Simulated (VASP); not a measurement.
# BeCdF4 (P1) in VASP: a series of runs

The runs below take BeCdF4 through single point, with PBE.

Everything below comes from runs of VASP 6.6.1. Logs are shortened: lines on timing, memory, paths and dates and some standing lists are left out, and cuts for length are marked.

## Step 1: The cell of the first run

The typed cell holds 12 atoms: a = 5.387 Å, b = 5.567 Å, c = 6.320 Å, α = 104.53°, β = 90.38°, γ = 118.37°.

## Step 2: Single point, PBE

INCAR reads:

```
PREC = Accurate
ENCUT = 520
EDIFF = 1E-6
ISMEAR = 0
SIGMA = 0.1
LREAL = False
LASPH = True
NELM = 100
ALGO = Normal
ISIF = 2
LWAVE = False
LCHARG = False
GGA = PE
NBANDS = 54
```

KPOINTS reads:

```
Automatic mesh
0
Gamma
  4 4 4
```

POSCAR reads:

```
BeCdF4
1.0
    5.3870621468      0.0000000000      0.0000000000
   -2.6457928635      4.8985969675      0.0000000000
   -0.0420773587     -1.8248035776      6.0509526546
Be Cd F
2 2 8
Direct
    0.8598493999      0.7487673025      0.8888787058
    0.6103557037      0.2525575572      0.5277772810
    0.5955758721      0.1677470664      0.0169196858
    0.9284049598      0.8296181577      0.4010772410
    0.8773627057      0.4997007773      0.7077897497
    0.5182153276      0.4037370342      0.3986419970
    0.7937363177      0.9336487095      0.7740684735
    0.1405161615      0.9438307295      0.0546608816
    0.3612285614      0.0712804562      0.6425787485
    0.6922803465      0.0524894638      0.3631600457
    0.6171658081      0.6000239653      0.0157323724
    0.0053088362      0.4965987802      0.2087148182
```

Potentials or basis: VASP PAW PBE potentials, release 64 (Be, Cd, F).

Started as:

```
cat potpaw_PBE.64/Be/POTCAR potpaw_PBE.64/Cd/POTCAR potpaw_PBE.64/F/POTCAR > POTCAR
mpirun -np 1 vasp_std > vasp.out
```

OUTCAR:

```text
PREC = Accurate
   ENCUT = 520
   EDIFF = 1E-6
   ISMEAR = 0
   LREAL = False
   LASPH = True
   NELM = 100
   ISIF = 2
   GGA = PE

 ion  position               nearest neighbor table
   1  0.860  0.749  0.889-  11 1.53   8 1.55   7 1.56   5 1.60
   2  0.610  0.253  0.528-   6 1.54  10 1.55   9 1.56   5 1.60
   3  0.596  0.168  0.017-  12 2.17   8 2.21   7 2.35  11 2.36   9 2.48  10 2.55   6 2.58   4 3.44

   4  0.928  0.830  0.401-  12 2.17  10 2.20   6 2.35   9 2.35   7 2.48   8 2.56  11 2.59   3 3.44

   5  0.877  0.500  0.708-   2 1.60   1 1.60
   6  0.518  0.404  0.399-   2 1.54   4 2.35   3 2.58
   7  0.794  0.934  0.774-   1 1.56   3 2.35   4 2.48
   8  0.141  0.944  0.055-   1 1.55   3 2.21   4 2.56
   9  0.361  0.071  0.643-   2 1.56   4 2.35   3 2.48
  10  0.692  0.052  0.363-   2 1.55   4 2.20   3 2.55
  11  0.617  0.600  0.016-   1 1.53   3 2.36   4 2.59
  12  0.005  0.497  0.209-   4 2.17   3 2.17

  LATTYP: Found a triclinic cell.
 ALAT       =     5.6134489873
 B/A-ratio  =     0.9596706337
 C/A-ratio  =     1.1259141411
 COS(alpha) =     0.0066575344
 COS(beta)  =     0.2552061476
 COS(gamma) =     0.4883395733

  Lattice vectors:

 A1 = (   2.7412692833,   4.8985969675,   0.0000000000)
 A2 = (   5.3870621468,   0.0000000000,   0.0000000000)
 A3 = (   0.0420773587,   1.8248035776,  -6.0509526546)

Analysis of symmetry for initial positions (statically):
=====================================================================
 Subroutine PRICEL returns:
 Original cell was already a primitive cell.

 Routine SETGRP: Setting up the symmetry group for a
 triclinic supercell.

 Subroutine GETGRP returns: Found  1 space group operations
 (whereof  1 operations were pure point group operations)
 out of a pool of  2 trial point group operations.

The static configuration has the point symmetry C_1 .

Analysis of symmetry for dynamics (positions and initial velocities):
=====================================================================
 Subroutine PRICEL returns:
 Original cell was already a primitive cell.

 Routine SETGRP: Setting up the symmetry group for a
 triclinic supercell.

 Subroutine GETGRP returns: Found  1 space group operations
 (whereof  1 operations were pure point group operations)
 out of a pool of  2 trial point group operations.

The dynamic configuration has the point symmetry C_1 .

 Subroutine INISYM returns: Found  1 space group operations
 (whereof  1 operations are pure point group operations),
 and found     1 'primitive' translations

----------------------------------------------------------------------------------------

                                     Primitive cell

  volume of cell :     159.6789

  direct lattice vectors                    reciprocal lattice vectors
     5.387062147  0.000000000  0.000000000     0.185629936  0.100261026  0.031526853
    -2.645792864  4.898596967  0.000000000     0.000000000  0.204140085  0.061563125
    -0.042077359 -1.824803578  6.050952655     0.000000000  0.000000000  0.165263233

  length of vectors
     5.387062147  5.567447541  6.320261595     0.213318281  0.213220995  0.165263233

  position of ions in fractional coordinates (direct lattice)
     0.859849400  0.748767302  0.888878706
     0.610355704  0.252557557  0.527777281
     0.595575872  0.167747066  0.016919686
     0.928404960  0.829618158  0.401077241
     0.877362706  0.499700777  0.707789750
     0.518215328  0.403737034  0.398641997
     0.793736318  0.933648709  0.774068474
     0.140516162  0.943830730  0.054660882
     0.361228561  0.071280456  0.642578748
     0.692280346  0.052489464  0.363160046
     0.617165808  0.600023965  0.015732372
     0.005308836  0.496598780  0.208714818

  ion indices of the primitive-cell ions
   primitive index   ion index
                 1           1
                 2           2
                 3           3
                 4           4
                 5           5
                 6           6
                 7           7
                 8           8
                 9           9
                10          10
                11          11
                12          12

----------------------------------------------------------------------------------------

 KPOINTS: Automatic mesh

Automatic generation of k-mesh.
 Grid dimensions read from file:
 generate k-points for:    4    4    4

 Generating k-lattice:

  Cartesian coordinates                     Fractional coordinates (reciprocal lattice)
     0.046407484  0.025065257  0.007881713     0.250000000 -0.000000000 -0.000000000
     0.000000000  0.051035021  0.015390781     0.000000000  0.250000000  0.000000000
     0.000000000  0.000000000  0.041315808     0.000000000  0.000000000  0.250000000

  Length of vectors
     0.053329570  0.053305249  0.041315808

  Shift w.r.t. Gamma in fractional coordinates (k-lattice)
     0.000000000  0.000000000  0.000000000

 Subroutine IBZKPT returns following result:
 ===========================================

 Found     36 irreducible k-points:

 Following reciprocal coordinates:
            Coordinates               Weight
  0.000000  0.000000  0.000000      1.000000
  0.250000  0.000000 -0.000000      2.000000
  0.500000  0.000000 -0.000000      1.000000
  0.000000  0.250000  0.000000      2.000000
  0.250000  0.250000 -0.000000      2.000000
  0.500000  0.250000  0.000000      2.000000
[... 16 lines left out ...]
  0.000000 -0.250000  0.250000      2.000000
  0.250000 -0.250000  0.250000      2.000000
 [... further k-points ...]
   k-points           NKPTS =     36   k-points in BZ     NKDIM =     36   number of bands    NBANDS=     54
   number of dos      NEDOS =    301   number of ions     NIONS =     12
   total plane-waves  NPLWV =  80640
   dimension x,y,z NGX =    40 NGY =   42 NGZ =   48
   dimension x,y,z NGXF=    80 NGYF=   84 NGZF=   96
   ions per type =               2   2   8
   NGX,Y,Z   is equivalent  to a cutoff of  12.34, 12.54, 12.63 a.u.
   NGXF,Y,Z  is equivalent  to a cutoff of  24.69, 25.08, 25.25 a.u.
 SYSTEM =  unknown system
   PREC   = accura    normal or accurate (medium, high low for compatibility)
   ISTART =      0    job   : 0-new  1-cont  2-samecut
   ICHARG =      2    charge: 1-file 2-atom 10-const
   ISPIN  =      1    spin polarized calculation?
   LNONCOLLINEAR =      F non collinear calculations
   LSORBIT =      F    spin-orbit coupling
   LASPH  =      T    aspherical Exc in radial PAW
   ENCUT  =  520.0 eV  38.22 Ry    6.18 a.u.  10.02 10.35 11.75*2*pi/ulx,y,z
   NELM   =    100;   NELMIN=  2; NELMDL= -5     # of ELM steps
   EDIFF  = 0.1E-05   stopping-criterion for ELM
   LREAL  =      F    real-space projection
[... 7 lines left out ...]
   TEBEG  =    0.0;   TEEND  =   0.0 temperature during run
   PSTRESS=    0.0 pullay stress
   NELECT =      84.0000    total number of electrons
   NUPDOWN=      -1.0000    fix difference up-down
   EMIN   =  10.00;   EMAX   =-10.00  energy-range for DOS
   EFERMI =   0.00;   METHOD = LEGACY
   ISMEAR =     0;   SIGMA  =   0.10  broadening in eV -4-tet -1-fermi 0-gaus
   EFERMI_NEDOS =   21; number of points for ismear=-14 and -15
   IALGO  =     38    algorithm
   IMIX   =      4    mixing-type and parameters
     AMIX     =   0.40;   BMIX     =  1.00
     AMIX_MAG =   1.60;   BMIX_MAG =  1.00
  volume/ion in A,a.u.               =      13.31        89.80
  Fermi-wavevector in a.u.,A,eV,Ry     =   1.321556  2.497378 23.762701  1.746509
  Thomas-Fermi vector in A             =   2.451301
   LORBIT       =      0    0 simple, 1 ext, 2 COOP (PROOUT), +10 PAW based schemes
   GGA     = PE    functional components
   LHFCALC =     F    Hartree Fock is set to
   AEXX    =    0.0000 exact exchange contribution
   IVDW    =     0    specifies the selected vdW correction
   LEPSILON=     F    determine dielectric tensor
   LRPA    =     F    only Hartree local field effects (RPA)
 non-spin polarized calculation
 Gauss-broadening in eV      SIGMA  =   0.10
  energy-cutoff  :      520.00
  volume of cell :      159.68
 maximum number of plane-waves:      4319
   NGX = 21   NGY = 21   NGZ = 23

 number of electron      83.9999989 magnetization

 Free energy of the ion-electron system (eV)
  ---------------------------------------------------
  ext. energy  EPLUGINS =         0.00000000
  ---------------------------------------------------
  free energy    TOTEN  =       -55.01294960 eV

  energy without entropy =      -55.01294960  energy(sigma->0) =      -55.01294960

 E-fermi :  -1.6831     XC(G=0):  -9.0484

 val. band max:       -2.2123803869   @ k =   0.5000   0.5000  -0.0000
 cond. band min:       1.2966220997   @ k =   0.0000   0.0000   0.0000
 fundamental gap:      3.5090024865
 Fermi energy:        -1.6831290618

 k-point     1 :       0.0000    0.0000    0.0000
  band No.  band energies     occupation
      1     -24.1777      2.00000
      2     -23.5000      2.00000
      3     -23.3888      2.00000
      4     -23.2032      2.00000
      5     -23.1678      2.00000
      6     -22.8291      2.00000
[... 46 lines left out ...]
     53      10.9083      0.00000
     54      11.3313      0.00000

 k-point     2 :       0.2500    0.0000   -0.0000
  band No.  band energies     occupation
      1     -24.1628      2.00000
      2     -23.4956      2.00000
      3     -23.4020      2.00000
      4     -23.2001      2.00000
      5     -23.1749      2.00000
      6     -22.8426      2.00000
[... 46 lines left out ...]
     53      11.1627      0.00000
     54      11.5155      0.00000

 k-point     3 :       0.5000    0.0000   -0.0000
  band No.  band energies     occupation
      1     -24.1473      2.00000
      2     -23.4882      2.00000
      3     -23.4192      2.00000
      4     -23.1953      2.00000
      5     -23.1827      2.00000
      6     -22.8498      2.00000
[... 46 lines left out ...]
     53      11.4545      0.00000
     54      11.7677      0.00000
[... 1084 lines left out ...]
 k-point    23 :       0.0000   -0.2500    0.2500
  band No.  band energies     occupation
      1     -24.1536      2.00000
      2     -23.4992      2.00000
      3     -23.4138      2.00000
      4     -23.1913      2.00000
      5     -23.1712      2.00000
      6     -22.8865      2.00000
[... 46 lines left out ...]
     53      10.7248      0.00000
     54      11.5028      0.00000

 k-point    24 :       0.2500   -0.2500    0.2500
  band No.  band energies     occupation
      1     -24.1576      2.00000
      2     -23.4615      2.00000
      3     -23.4428      2.00000
      4     -23.2008      2.00000
      5     -23.1759      2.00000
      6     -22.8619      2.00000
[... 46 lines left out ...]
     53      11.3374      0.00000
     54      11.5822      0.00000

 [... further k-points ...]
[... 5 lines left out ...]
  --------------------------------------------------------------------------------------
  -------------------------------------------------------------------------------------
  Total        0.2119505      2.3254454      1.0461953     -0.0327265     -1.2803410     -0.0037976
  in kB        2.1266576     23.3329303     10.4972588     -0.3283690    -12.8466169     -0.0381037
  external PRESSURE =      11.9856156 kB  Pullay stress =       0.0000000 kB

 VOLUME and BASIS-vectors are now :
 -----------------------------------------------------------------------------
  energy-cutoff  :      520.00
  volume of cell :      159.68
      direct lattice vectors                 reciprocal lattice vectors
     5.387062147  0.000000000  0.000000000     0.185629936  0.100261026  0.031526853
    -2.645792864  4.898596967  0.000000000     0.000000000  0.204140085  0.061563125
    -0.042077359 -1.824803578  6.050952655     0.000000000  0.000000000  0.165263233

 POSITION                                       TOTAL-FORCE (eV/Angst)
 -----------------------------------------------------------------------------------
      2.61358      2.04588      5.37856         0.038722     -0.038730      0.044121
      2.59760      0.27409      3.19356         0.018394      0.011483     -0.037416
      2.76387      0.79085      0.10238        -0.028018      0.027457      0.021294
      2.78950      3.33208      2.42690        -0.000166      0.001615     -0.029702
      3.37452      1.15626      4.28280        -0.001656      0.008059      0.004526
      1.70668      1.25030      2.41216        -0.057035     -0.019365     -0.005942
      1.77310      3.16105      4.68385        -0.038657      0.021790     -0.056494
     -1.74251      4.52370      0.33075         0.041335      0.028457     -0.019045
      1.73033     -0.82341      3.88821        -0.040267     -0.026166      0.062575
      3.57520     -0.40557      2.19746         0.029606     -0.014595      0.003393
      1.73651      2.91057      0.09520        -0.055366      0.007135      0.015230
     -1.29408      2.05177      1.26292         0.093108     -0.007142     -0.002541
 -----------------------------------------------------------------------------------
    total drift:                               -0.003113     -0.000245     -0.000567

  FREE ENERGIE OF THE ION-ELECTRON SYSTEM (eV)
  ---------------------------------------------------
  free  energy   TOTEN  =       -55.0129495998 eV

  energy  without entropy=      -55.0129495998  energy(sigma->0) =      -55.01294960
```

Wall time 6.4 min (1 thread of Intel Xeon 8259CL, shared host); peak memory 0.42 GiB.

What came out:

- Free energy: -55.0129 eV
- Pressure: 1.2 GPa
- Largest force: 0.093 eV/Å
- Band gap on the k mesh: 3.51 eV (least direct gap 3.54 eV)

Forces in eV/Å, atoms in the order of the input:
```
Be   0.039 -0.039  0.044
Be   0.018  0.011 -0.037
Cd  -0.028  0.027  0.021
Cd   0.000  0.002 -0.030
F   -0.002  0.008  0.005
F   -0.057 -0.019 -0.006
F   -0.039  0.022 -0.056
F    0.041  0.028 -0.019
F   -0.040 -0.026  0.063
F    0.030 -0.015  0.003
F   -0.055  0.007  0.015
F    0.093 -0.007 -0.003
```

Levels at points of the mesh, in eV from the valence-band top:
```
           k point  band 40  band 41  band 42  band 43  band 44  band 45
(0.00, 0.00, 0.00)    -0.61    -0.19    -0.03     3.51     6.61     9.39
(0.50, 0.00, 0.00)    -0.54    -0.27     0.00     5.08     5.83     9.07
(0.00, 0.50, 0.00)    -0.48    -0.19    -0.05     5.05     6.20     8.38
(0.50, 0.50, 0.00)    -0.54    -0.26     0.00     5.09     5.86     9.02
(0.00, 0.00, 0.50)    -0.56    -0.19    -0.06     4.91     5.11     9.32
(0.50, 0.00, 0.50)    -0.50    -0.28    -0.03     5.46     5.92     8.39
(0.00, 0.50, 0.50)    -0.45    -0.21    -0.07     5.31     5.94     8.57
(0.50, 0.50, 0.50)    -0.51    -0.28    -0.03     5.48     5.92     8.39
```

## Step 3: Single point, PBE

This run uses another cell than the first one, of 13.73 Å³/atom.

INCAR reads:

```
SYSTEM = BeCdF4
ALGO = Normal
EDIFF = 1E-7
ENCUT = 520
GGA = PE
ISIF = 2
ISMEAR = 0
LASPH = .True.
LCHARG = .False.
LREAL = .False.
LWAVE = .False.
NBANDS = 54
NELM = 100
PREC = Accurate
SIGMA = 0.1
```

KPOINTS reads:

```
k-points
0
Gamma
  4 4 4
  0 0 0
```

POSCAR reads:

```
BeCdF4
1.0
    5.0345824230     -0.0199126335      0.0088455463
   -2.4907836305      5.3754914009     -0.1425818957
   -0.0226433815     -2.1694122647      6.1545930727
Be Cd F
2 2 8
Direct
    0.8531478913      0.7391459082      0.8953718071
    0.6136714046      0.2607962111      0.5212639007
    0.5976835455      0.1988244210      0.0091914949
    0.8993355947      0.8012441845      0.4077888593
    0.8767237912      0.4998629798      0.7082646952
    0.5128895231      0.3920896090      0.3881853210
    0.7583883819      0.9004467701      0.7847441237
    0.1580933135      0.9264909123      0.0425458226
    0.3578969730      0.0997748082      0.6318450643
    0.7311462142      0.0732089106      0.3739631443
    0.6211423026      0.6083007328      0.0284616097
    0.0198810646      0.4998145520      0.2083741574
```

Potentials or basis: VASP PAW PBE potentials, release 64 (Be, Cd, F).

Started as:

```
cat potpaw_PBE.64/Be/POTCAR potpaw_PBE.64/Cd/POTCAR potpaw_PBE.64/F/POTCAR > POTCAR
mpirun -np 1 vasp_std > vasp.out
```

Run time: 7.7 min. Hardware: 1 thread of Intel Xeon 8259CL, shared host; peak memory 0.45 GiB.

It converged, with:

| Item | Value |
| --- | --- |
| Free energy | -55.1947 eV |
| Pressure | 0.4 GPa |
| Largest force | 0.129 eV/Å |
| Band gap on the k mesh | 3.73 eV (least direct gap 3.76 eV) |

Forces in eV/Å, atoms in the order of the input:
```
Be   0.011  0.010  0.020
Be   0.018 -0.008 -0.020
Cd  -0.009 -0.036 -0.054
Cd  -0.014  0.037  0.053
F    0.002 -0.001  0.000
F   -0.047 -0.003  0.004
F    0.001  0.013 -0.047
F   -0.023 -0.033  0.013
F    0.001 -0.013  0.051
F   -0.024  0.034 -0.010
F   -0.044  0.002 -0.008
F    0.129 -0.002 -0.002
```

Stress tensor (GPa, compression positive):
```
0.21 0.00 0.01
0.00 0.71 0.05
0.01 0.05 0.25
```

Levels at points of the mesh, in eV from the valence-band top:
| k point | band 40 | band 41 | band 42 | band 43 | band 44 | band 45 |
| --- | --- | --- | --- | --- | --- | --- |
| (0.00, 0.00, 0.00) | -0.56 | -0.12 | -0.03 | 3.73 | 6.72 | 9.39 |
| (0.50, 0.00, 0.00) | -0.49 | -0.24 | 0.00 | 5.21 | 6.04 | 8.74 |
| (0.00, 0.50, 0.00) | -0.46 | -0.09 | -0.09 | 5.24 | 5.86 | 8.83 |
| (0.50, 0.50, 0.00) | -0.49 | -0.24 | 0.00 | 5.21 | 6.04 | 8.74 |
| (0.00, 0.00, 0.50) | -0.49 | -0.11 | -0.08 | 5.11 | 5.20 | 9.38 |
| (0.50, 0.00, 0.50) | -0.45 | -0.26 | -0.02 | 5.58 | 6.03 | 8.43 |
| (0.00, 0.50, 0.50) | -0.43 | -0.13 | -0.12 | 5.12 | 6.25 | 8.18 |
| (0.50, 0.50, 0.50) | -0.45 | -0.26 | -0.02 | 5.58 | 6.03 | 8.43 |

A k mesh can miss the band edges.
